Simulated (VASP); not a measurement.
# CsI (P4/mmm) in VASP: a series of runs

CsI is run at these levels: PBE; tasks: single point.

Program: VASP 6.6.1. These are calculated values, not measurements. Logs are shortened: lines on timing, memory, paths and dates and some standing lists are left out, and cuts for length are marked.

**1. The cell of the first run**

The structure is tetragonal, space group P4/mmm (No. 123). The conventional cell has a = 4.567 Å, b = 4.567 Å, c = 4.544 Å, α = 90.00°, β = 90.00°, γ = 90.00°. Cs (site symmetry 4/mmm) has 8 I at 3.95 Å and 6 Cs at 4.54 to 4.57 Å within 5.2 Å. Within 5.2 Å of I (site symmetry 4/mmm) lie 8 Cs at 3.95 Å and 6 I at 4.54 to 4.57 Å.

**2. Single point, PBE (strain -0.0050 x Voigt [0, 0, 1, 0, 0, 0])**

The input, INCAR:

```
  PREC = Accurate
  ENCUT = 500
  EDIFF = 1E-6
  ISMEAR = 0
  SIGMA = 0.05
  LREAL = False
  LASPH = True
  NELM = 120
  ALGO = Normal
  ISIF = 2
  LWAVE = False
  LCHARG = True
  GGA = PE
  LELF = True
  LVHAR = True
  NBANDS = 15
  GGA_COMPAT = False
```

The input, KPOINTS:

```
Automatic mesh
0
Gamma
  6 6 6
```

The input, POSCAR:

```
CsI
1.0
    4.5667000000      0.0000000000      0.0000000000
    0.0000000000      4.5667000000      0.0000000000
    0.0000000000      0.0000000000      4.5438665000
Cs I
1 1
Direct
    0.0000000000      0.0000000000      0.0000000000
    0.5000000000      0.5000000000      0.5000000000
```

Potentials or basis: VASP PAW PBE potentials, release 64 (Cs_sv, I).

On the command line:

```sh
cat potpaw_PBE.64/Cs_sv/POTCAR potpaw_PBE.64/I/POTCAR > POTCAR
mpirun -np 1 vasp_std > vasp.out
```

OUTCAR:

```text
PREC = Accurate
   ENCUT = 500
   EDIFF = 1E-6
   ISMEAR = 0
   LREAL = False
   LASPH = True
   NELM = 120
   ISIF = 2
   GGA = PE

 ion  position               nearest neighbor table
   1  0.000  0.000  0.000-
   2  0.500  0.500  0.500-

  LATTYP: Found a simple tetragonal cell.
 ALAT       =     4.5667000000
 C/A-ratio  =     0.9950000000

  Lattice vectors:

 A1 = (   4.5667000000,   0.0000000000,   0.0000000000)
 A2 = (   0.0000000000,   4.5667000000,   0.0000000000)
 A3 = (   0.0000000000,   0.0000000000,   4.5438665000)

Analysis of symmetry for initial positions (statically):
=====================================================================
 Subroutine PRICEL returns:
 Original cell was already a primitive cell.

 Routine SETGRP: Setting up the symmetry group for a
 simple tetragonal supercell.

 Subroutine GETGRP returns: Found 16 space group operations
 (whereof 16 operations were pure point group operations)
 out of a pool of 16 trial point group operations.

The static configuration has the point symmetry D_4h.

Analysis of symmetry for dynamics (positions and initial velocities):
=====================================================================
 Subroutine PRICEL returns:
 Original cell was already a primitive cell.

 Routine SETGRP: Setting up the symmetry group for a
 simple tetragonal supercell.

 Subroutine GETGRP returns: Found 16 space group operations
 (whereof 16 operations were pure point group operations)
 out of a pool of 16 trial point group operations.

The dynamic configuration has the point symmetry D_4h.

 Subroutine INISYM returns: Found 16 space group operations
 (whereof 16 operations are pure point group operations),
 and found     1 'primitive' translations

----------------------------------------------------------------------------------------

                                     Primitive cell

  volume of cell :      94.7612

  direct lattice vectors                    reciprocal lattice vectors
     4.566700000  0.000000000  0.000000000     0.218976504  0.000000000  0.000000000
     0.000000000  4.566700000  0.000000000     0.000000000  0.218976504  0.000000000
     0.000000000  0.000000000  4.543866500     0.000000000  0.000000000  0.220076888

  length of vectors
     4.566700000  4.566700000  4.543866500     0.218976504  0.218976504  0.220076888

  position of ions in fractional coordinates (direct lattice)
     0.000000000  0.000000000  0.000000000
     0.500000000  0.500000000  0.500000000

  ion indices of the primitive-cell ions
   primitive index   ion index
                 1           1
                 2           2

----------------------------------------------------------------------------------------

 KPOINTS: Automatic mesh

Automatic generation of k-mesh.
 Grid dimensions read from file:
 generate k-points for:    6    6    6

 Generating k-lattice:

  Cartesian coordinates                     Fractional coordinates (reciprocal lattice)
     0.036496084  0.000000000  0.000000000     0.166666667  0.000000000  0.000000000
     0.000000000  0.036496084  0.000000000     0.000000000  0.166666667  0.000000000
     0.000000000  0.000000000  0.036679481     0.000000000  0.000000000  0.166666667

  Length of vectors
     0.036496084  0.036496084  0.036679481

  Shift w.r.t. Gamma in fractional coordinates (k-lattice)
     0.000000000  0.000000000  0.000000000

 Subroutine IBZKPT returns following result:
 ===========================================

 Found     40 irreducible k-points:

 Following reciprocal coordinates:
            Coordinates               Weight
  0.000000  0.000000  0.000000      1.000000
  0.166667  0.000000  0.000000      4.000000
  0.333333  0.000000  0.000000      4.000000
  0.500000  0.000000  0.000000      2.000000
  0.166667  0.166667  0.000000      4.000000
  0.333333  0.166667  0.000000      8.000000
[... 16 lines left out ...]
  0.333333  0.000000  0.333333      8.000000
  0.500000  0.000000  0.333333      4.000000
 [... further k-points ...]
   k-points           NKPTS =     40   k-points in BZ     NKDIM =     40   number of bands    NBANDS=     15
   number of dos      NEDOS =    301   number of ions     NIONS =      2
   total plane-waves  NPLWV =  46656
   dimension x,y,z NGX =    36 NGY =   36 NGZ =   36
   dimension x,y,z NGXF=    72 NGYF=   72 NGZF=   72
   ions per type =               1   1
   NGX,Y,Z   is equivalent  to a cutoff of  13.11, 13.11, 13.17 a.u.
   NGXF,Y,Z  is equivalent  to a cutoff of  26.21, 26.21, 26.34 a.u.
 SYSTEM =  unknown system
   PREC   = accura    normal or accurate (medium, high low for compatibility)
   ISTART =      0    job   : 0-new  1-cont  2-samecut
   ICHARG =      2    charge: 1-file 2-atom 10-const
   ISPIN  =      1    spin polarized calculation?
   LNONCOLLINEAR =      F non collinear calculations
   LSORBIT =      F    spin-orbit coupling
   LASPH  =      T    aspherical Exc in radial PAW
   ENCUT  =  500.0 eV  36.75 Ry    6.06 a.u.   8.33  8.33  8.28*2*pi/ulx,y,z
   NELM   =    120;   NELMIN=  2; NELMDL= -5     # of ELM steps
   EDIFF  = 0.1E-05   stopping-criterion for ELM
   LREAL  =      F    real-space projection
   EDIFFG = 0.1E-04   stopping-criterion for IOM
   NSW    =      0    number of steps for IOM
   IBRION =     -1    ionic relax: 0-MD 1-quasi-New 2-CG
   NFREE  =      0    steps in history (QN), initial steepest desc. (CG)
   ISIF   =      2    stress and relaxation
   ISYM   =      2    0-nonsym 1-usesym 2-fastsym
   POTIM  = 0.5000    time-step for ionic-motion
   TEBEG  =    0.0;   TEEND  =   0.0 temperature during run
   PSTRESS=    0.0 pullay stress
   NELECT =      16.0000    total number of electrons
   NUPDOWN=      -1.0000    fix difference up-down
   EMIN   =  10.00;   EMAX   =-10.00  energy-range for DOS
   EFERMI =   0.00;   METHOD = LEGACY
   ISMEAR =     0;   SIGMA  =   0.05  broadening in eV -4-tet -1-fermi 0-gaus
   EFERMI_NEDOS =   21; number of points for ismear=-14 and -15
   IALGO  =     38    algorithm
   IMIX   =      4    mixing-type and parameters
     AMIX     =   0.40;   BMIX     =  1.00
     AMIX_MAG =   1.60;   BMIX_MAG =  1.00
  volume/ion in A,a.u.               =      47.38       319.74
  Fermi-wavevector in a.u.,A,eV,Ry     =   0.904839  1.709898 11.139547  0.818734
  Thomas-Fermi vector in A             =   2.028334
   LORBIT       =      0    0 simple, 1 ext, 2 COOP (PROOUT), +10 PAW based schemes
   GGA     = PE    functional components
   LHFCALC =     F    Hartree Fock is set to
   AEXX    =    0.0000 exact exchange contribution
   IVDW    =     0    specifies the selected vdW correction
   LEPSILON=     F    determine dielectric tensor
   LRPA    =     F    only Hartree local field effects (RPA)
 non-spin polarized calculation
 Gauss-broadening in eV      SIGMA  =   0.05
  energy-cutoff  :      500.00
  volume of cell :       94.76
 maximum number of plane-waves:      2440
 NGX is ok and might be reduce to    36
   NGX = 17   NGY = 17   NGZ = 17

 number of electron      16.0000003 magnetization

 Free energy of the ion-electron system (eV)
  ---------------------------------------------------
  ext. energy  EPLUGINS =         0.00000000
  ---------------------------------------------------
  free energy    TOTEN  =        -5.42470335 eV

  energy without entropy =       -5.42470335  energy(sigma->0) =       -5.42470335

 E-fermi :   1.0631     XC(G=0):  -7.7900

 val. band max:        0.8575340611   @ k =   0.5000   0.5000   0.0000
 cond. band min:       4.7349695327   @ k =   0.0000   0.0000   0.0000
 fundamental gap:      3.8774354715
 Fermi energy:         1.0631226045

 k-point     1 :       0.0000    0.0000    0.0000
  band No.  band energies     occupation
      1     -19.5413      2.00000
      2      -9.8221      2.00000
      3      -6.2432      2.00000
      4      -6.2432      2.00000
      5      -6.2371      2.00000
      6       0.7478      2.00000
      7       0.7478      2.00000
      8       0.7706      2.00000
      9       4.7350      0.00000
     10       5.0100      0.00000
     11       5.0231      0.00000
     12       8.5897      0.00000
     13       8.6277      0.00000
     14       8.6277      0.00000
     15      11.0206      0.00000

 k-point     2 :       0.1667    0.0000    0.0000
  band No.  band energies     occupation
      1     -19.5351      2.00000
      2      -9.8251      2.00000
      3      -6.2816      2.00000
      4      -6.2272      2.00000
      5      -6.2215      2.00000
      6       0.2760      2.00000
      7       0.7083      2.00000
      8       0.7328      2.00000
      9       5.1841      0.00000
     10       5.3092      0.00000
     11       5.6309      0.00000
     12       8.5200      0.00000
     13       8.5518      0.00000
     14       8.7525      0.00000
     15       9.8520      0.00000

 k-point     3 :       0.3333    0.0000    0.0000
  band No.  band energies     occupation
      1     -19.5227      2.00000
      2      -9.8336      2.00000
      3      -6.3460      2.00000
      4      -6.1949      2.00000
      5      -6.1897      2.00000
      6      -0.4349      2.00000
      7       0.6269      2.00000
      8       0.6547      2.00000
      9       5.6424      0.00000
     10       6.4812      0.00000
     11       6.9406      0.00000
     12       8.3994      0.00000
     13       8.5713      0.00000
     14       8.5892      0.00000
     15       9.0626      0.00000
[... 343 lines left out ...]
 k-point    23 :       0.3333    0.0000    0.3333
  band No.  band energies     occupation
      1     -19.5045      2.00000
      2      -9.7332      2.00000
      3      -6.5226      2.00000
      4      -6.4100      2.00000
      5      -6.1591      2.00000
      6      -0.1709      2.00000
      7       0.1211      2.00000
      8       0.7338      2.00000
      9       5.6413      0.00000
     10       6.1741      0.00000
     11       7.2324      0.00000
     12       7.8761      0.00000
     13       8.1000      0.00000
     14       8.6984      0.00000
     15       9.9791      0.00000

 k-point    24 :       0.5000    0.0000    0.3333
  band No.  band energies     occupation
      1     -19.4987      2.00000
      2      -9.6998      2.00000
      3      -6.5427      2.00000
      4      -6.5146      2.00000
      5      -6.1475      2.00000
      6      -0.2001      2.00000
      7       0.1052      2.00000
      8       0.7690      2.00000
      9       5.4519      0.00000
     10       6.0380      0.00000
     11       7.2311      0.00000
     12       7.2843      0.00000
     13       8.5242      0.00000
     14       9.9812      0.00000
     15      10.2298      0.00000

 [... further k-points ...]

------------------------ aborting loop because EDIFF is reached ----------------------------------------

  FORCE on cell =-STRESS in cart. coord.  units (eV):
  Direction    XX          YY          ZZ          XY          YZ          ZX
  --------------------------------------------------------------------------------------
  -------------------------------------------------------------------------------------
  Total        0.4931683      0.4931683      0.5468136      0.0000000      0.0000000      0.0000000
  in kB        8.3382559      8.3382559      9.2452650      0.0000000      0.0000000      0.0000000
  external PRESSURE =       8.6405923 kB  Pullay stress =       0.0000000 kB

 VOLUME and BASIS-vectors are now :
 -----------------------------------------------------------------------------
  energy-cutoff  :      500.00
  volume of cell :       94.76
      direct lattice vectors                 reciprocal lattice vectors
     4.566700000  0.000000000  0.000000000     0.218976504  0.000000000  0.000000000
     0.000000000  4.566700000  0.000000000     0.000000000  0.218976504  0.000000000
     0.000000000  0.000000000  4.543866500     0.000000000  0.000000000  0.220076888

 POSITION                                       TOTAL-FORCE (eV/Angst)
 -----------------------------------------------------------------------------------
      0.00000      0.00000      0.00000         0.000000      0.000000      0.000000
      2.28335      2.28335      2.27193         0.000000      0.000000      0.000000
 -----------------------------------------------------------------------------------
    total drift:                               -0.000000      0.000000      0.000000

  FREE ENERGIE OF THE ION-ELECTRON SYSTEM (eV)
  ---------------------------------------------------
  free  energy   TOTEN  =        -5.4247033508 eV

  energy  without entropy=       -5.4247033508  energy(sigma->0) =       -5.42470335
```

Wall time 67 s (1 thread of Intel Xeon 8259CL, shared host); peak memory 0.23 GiB.

Results:

```
Free energy            : -5.4247 eV
Pressure               : 0.9 GPa
Band gap on the k mesh : 3.88 eV (least direct gap 3.96 eV)
```

Caveat: the cell differs from its parent crystal (strain -0.0050 x Voigt [0, 0, 1, 0, 0, 0]); spin-orbit coupling is left out, which moves the levels of the heavy elements. A k mesh can miss the band edges.

(Part 1 of 2 ends here.)
